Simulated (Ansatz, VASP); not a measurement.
# TaN: VASP beside Ansatz

INCAR

```
PREC     = Accurate       # precision mode
ENCUT    = 520            # plane-wave cutoff, eV
EDIFF    = 1E-6           # SCF threshold, eV
ISMEAR   = 0              # smearing method
SIGMA    = 0.15           # smearing width, eV
LREAL    = F              # projectors in reciprocal space
LASPH    = T              # aspherical terms in the spheres
NELM     = 80             # most SCF steps
ALGO     = Normal         # electronic algorithm
ISIF     = 2              # what is computed and relaxed
LWAVE    = F              # write WAVECAR
LCHARG   = F              # write CHGCAR
GGA      = PE             # functional
NBANDS   = 15             # bands
```

Contents of KPOINTS:

```
Automatic mesh
0
Gamma
  26 26 26
```

The input POSCAR:

```
TaN
1.0
   -0.6983002894      1.9203257959      1.9203257959
    1.9203257959     -0.6983002894      1.9203257959
    1.9203257959      1.9203257959     -0.6983002894
Ta N
1 1
Direct
    0.5000000000      0.5000000000      0.5000000000
    0.0000000000      0.0000000000      0.0000000000
```

Input for Ansatz:

```yaml
crystal:
  lattice:
    - [-0.6983002894, 1.9203257959, 1.9203257959]
    - [1.9203257959, -0.6983002894, 1.9203257959]
    - [1.9203257959, 1.9203257959, -0.6983002894]
  atoms:
    - { symbol: Ta, position: [0.5, 0.5, 0.5] }
    - { symbol: "N", position: [0.0, 0.0, 0.0] }
basis:
  ecutwfc: 420
kpoints:
  mp_grid: { grid: [26, 26, 26] }
hamiltonian:
  xc: pbe
scf:
  occupations: { method: gaussian, width: 0.15 }
output:
  forces: true
  stress: true
  eigenvalues: true
  write_density: true
  write_potential: true
  elf: true
  volumetric_format: npy
```

Alike in both runs: task single point; functional PBE; k mesh 26 × 26 × 26; occupations gaussian, width 0.15 eV; no spin polarisation.

|  | VASP | Ansatz |
| --- | --- | --- |
| version | VASP 6.6.1 | Ansatz 0.2.0 |
| potentials or method | VASP PAW PBE potentials, release 64 (Ta_pv, N), cutoff 520 eV | scalar-relativistic, plane waves, PAW |
| valence electrons in the cell | 16 | 18 |

VASP gave:

* gap on the k mesh at the Fermi level (eV): none
* pressure (GPa): -4.5
* traceless stress, the component that is largest in VASP (GPa): 1.44

What did Ansatz give for the same quantities?

gap on the k mesh at the Fermi level (eV): none; pressure (GPa): -5.2; traceless stress, the component that is largest in VASP (GPa): 1.57.

A gap of «none» marks a metal or a gap that the smearing closes. VASP's potentials hold 16 valence electrons a cell and Ansatz's 18, so a difference there can come from the potentials and not from the codes.

Spin-orbit coupling is off throughout.
